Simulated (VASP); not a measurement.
Set up this calculation in VASP 6.6.1, as the native input.

```
Task                   : electric field gradients
Functional             : PBEsol
Potentials or basis    : VASP PAW PBE potentials, release 64 (Ti_sv, Tc_pv)
Cutoff                 : 520 eV
k mesh                 : 12 × 12 × 12
Occupations            : fermi-dirac, width 0.08 eV
Spin                   : no spin polarisation
Dipole correction      : no
Further INCAR settings : ALGO = Normal; EDIFF = 1e-08; NBANDS = 20
```

The structure of TiTc lies in POSCAR:

```
TiTc
1.0
    3.1709958777      0.0000000000      0.0000000000
    0.0000000000      3.1709958777      0.0000000000
    0.0000000000      0.0000000000      3.1709958777
Ti Tc
1 1
Direct
    0.5000000000      0.5000000000      0.5000000000
    0.0000000000      0.0000000000      0.0000000000
```

This cell differs from its parent crystal: volume scaled by 1.06.

The input as run:

INCAR

```
PREC = Accurate
ENCUT = 520
EDIFF = 1E-8
ISMEAR = -1
SIGMA = 0.08
LREAL = False
LASPH = True
NELM = 60
ALGO = Normal
ISIF = 2
LWAVE = False
LCHARG = False
GGA = PS
LEFG = True
NBANDS = 20
```

KPOINTS

```
regular mesh
0
Gamma
  12 12 12
```

Potentials or basis: VASP PAW PBE potentials, release 64 (Ti_sv, Tc_pv).

Launch:

```console
$ cat potpaw_PBE.64/Ti_sv/POTCAR potpaw_PBE.64/Tc_pv/POTCAR > POTCAR
$ mpirun -np 1 vasp_std > vasp.out
```

Results of the run:

* Pressure: -17.9 GPa

Caveat: without QUAD_EFG the Cq values of the log hold for a quadrupole moment of 1 mb, not for the nuclei; the PAW data sets were made with another functional, which shifts forces and pressure a little.

It took 16 s on 1 thread of Intel(R) Xeon(R) 6975P-C (Granite Rapids), on a shared host, peak memory 0.18 GiB.
